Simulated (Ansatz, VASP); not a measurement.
## LiF in VASP and in Ansatz

Contents of POSCAR:

```
LiF
1.0
    0.0000000000      1.8787702053      2.0884198977
    1.8787702053      0.0000000000      2.0884198977
    1.8787702053      1.8787702053      0.0000000000
Li F
1 1
Direct
    0.0000000000      0.0000000000      0.0000000000
    0.5000000000      0.5000000000      0.5000000000
```

File INCAR.step1:

```
SYSTEM = LiF
PREC = Accurate
ENCUT = 520
ISMEAR = 0
SIGMA = 0.01
LREAL = .FALSE.
LASPH = .TRUE.
NELM = 60
NBANDS = 12
GGA = PE
ALGO = Normal
EDIFF = 1E-4
LWAVE = .TRUE.
LCHARG = .FALSE.
```

File INCAR.step2:

```
SYSTEM = LiF
PREC = Accurate
ENCUT = 520
EDIFF = 1E-7
ISMEAR = 0
SIGMA = 0.01
LREAL = .FALSE.
LASPH = .TRUE.
NELM = 60
ALGO = Normal
ISIF = 2
LWAVE = .FALSE.
LCHARG = .FALSE.
METAGGA = R2SCAN
LMIXTAU = .TRUE.
NBANDS = 12
ISTART = 1
```

Contents of KPOINTS:

```
regular mesh
0
G
  10 10 10
  0 0 0
```

Input for Ansatz:

```yaml
crystal:
  lattice:
    - [0.0, 1.8787702053, 2.0884198977]
    - [1.8787702053, 0.0, 2.0884198977]
    - [1.8787702053, 1.8787702053, 0.0]
  atoms:
    - { symbol: Li, position: [0.0, 0.0, 0.0] }
    - { symbol: F, position: [0.5, 0.5, 0.5] }
kpoints:
  mp_grid: { grid: [10, 10, 10] }
  band_path:
    path:
      - [0.0, 0.0, 0.0]
      - [0.5, 0.0, 0.5]
      - [0.625, 0.25, 0.625]
      - [0.375, 0.375, 0.75]
      - [0.5, 0.5, 0.5]
      - [0.5, 0.25, 0.75]
      - [0.0375, 0.0375, 0.075]
    npoints: 1
hamiltonian:
  xc: r2scan
scf:
  occupations: { method: fixed }
  n_extra_bands: 4
output:
  forces: true
  stress: true
  eigenvalues: true
```

Change from the starting cell: epitaxial_xy strain -5.8%.

Alike in both runs: task single point; functional r2SCAN; k mesh 10 × 10 × 10; no spin polarisation.

|  | VASP | Ansatz |
| --- | --- | --- |
| version | VASP 6.6.1 | Ansatz 0.2.0 |
| potentials or method | VASP PAW PBE potentials, release 64 (Li_sv, F) | plane waves, PAW |
| plane-wave cutoff (eV) | 520 | 500 |
| occupations | gaussian, width 0.01 eV | fixed |
| valence electrons in the cell | 10 | 10 |

|  | VASP | Ansatz | Ansatz less VASP |
| --- | --- | --- | --- |
| gap on the k mesh at the Fermi level (eV) | 11.10 | 10.90 | -0.205 |

VASP's potentials were made for PBE, not for r2SCAN.

Noted on VASP's run: the cutoff is under 1.25 times that of the potentials, so the pressure is a little rough.
